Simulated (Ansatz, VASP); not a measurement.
One calculation of MgO, two programs

```
Mg O
1.0
     0.00000    2.23327    2.12692
     2.23327    0.00000    2.12692
     2.23327    2.23327    0.00000
Mg O
1 1
Direct
  0.00000 0.00000 0.00000
  0.50000 0.50000 0.50000
```

Change from the starting cell: strain +0.050 along x and y, +0.000 along z, atoms carried along.

Alike in both runs: task single point; functional PBE; k mesh 10 × 10 × 10; occupations gaussian, width 0.05 eV; no spin polarisation.

|  | VASP | Ansatz |
| --- | --- | --- |
| version | VASP 6.6.1 | Ansatz 0.2.0 |
| potentials or method | VASP PAW PBE potentials, release 64 (Mg, O), cutoff 520 eV | scalar-relativistic, plane waves, PAW |
| valence electrons in the cell | 8 | 16 |

VASP gave:

```
gap on the k mesh at the Fermi level (eV)                     : 3.54
least direct gap on the mesh (eV)                             : 3.54
pressure (GPa)                                                : -12.1
traceless stress, the component that is largest in VASP (GPa) : 3.27
```

Question: What did Ansatz give for the same quantities?

Answer: gap on the k mesh at the Fermi level (eV): 3.56; least direct gap on the mesh (eV): 3.56; pressure (GPa): -11.4; traceless stress, the component that is largest in VASP (GPa): 3.27.

VASP's potentials hold 8 valence electrons a cell and Ansatz's 16, so a difference there can come from the potentials and not from the codes.
